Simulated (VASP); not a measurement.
A run of VASP 6.6.1 is set up as follows.

File INCAR:

```
ALGO     = Normal         # electronic algorithm
EDIFF    = 1E-7           # SCF threshold, eV
ENCUT    = 520            # plane-wave cutoff, eV
GGA      = PE             # functional
ISIF     = 2              # what is computed and relaxed
ISMEAR   = -1             # smearing method
ISPIN    = 2              # spin polarisation
ISYM     = 0            
LASPH    = T              # aspherical terms in the spheres
LCHARG   = T              # write CHGCAR
LELF     = T              # ELF
LMAXMIX  = 4              # l up to which the mixer works
LORBIT   = 11             # projections on sites
LREAL    = F              # projectors in reciprocal space
LVHAR    = T            
LWAVE    = F              # write WAVECAR
MAGMOM   = 1 1 0 0 0 0    # initial moments
NBANDS   = 37             # bands
NELM     = 150            # most SCF steps
PREC     = Accurate       # precision mode
SIGMA    = 0.02           # smearing width, eV
```

KPOINTS

```
k-points
0
Gamma
  5 5 7
```

Contents of POSCAR:

```
TiO2
1.0
   -1.8921000000      1.8921000000      4.7573000000
    1.8921000000     -1.8921000000      4.7573000000
    1.8921000000      1.8921000000     -4.7573000000
Ti O
2 4
Direct
    0.0000000000      0.0000000000      0.0000000000
    0.7500000000      0.2500000000      0.5000000000
    0.2081000000      0.2081000000      0.0000000000
    0.9581000000      0.4581000000      0.5000000000
    0.5419000000      0.0419000000      0.5000000000
    0.7919000000      0.7919000000      0.0000000000
```

Potentials or basis: VASP PAW PBE potentials, release 64 (Ti_sv, O).

Run with:

```sh
$ cat potpaw_PBE.64/Ti_sv/POTCAR potpaw_PBE.64/O/POTCAR > POTCAR
$ mpirun -np 1 vasp_std > vasp.out
```

**Question.** Estimate the largest force.

**Answer.** 0.124 eV/Å.

**Question.** Estimate the pressure.

**Answer.** 5.9 GPa.

**Question.** What does it give for the net moment?

**Answer.** 0.00 μB per cell.

Forces on the atoms (eV/Å):
```
Ti   0.000  0.000  0.000
Ti   0.000  0.000  0.000
O    0.000  0.000  0.124
O    0.000  0.000  0.124
O    0.000  0.000 -0.124
O    0.000  0.000 -0.124
```
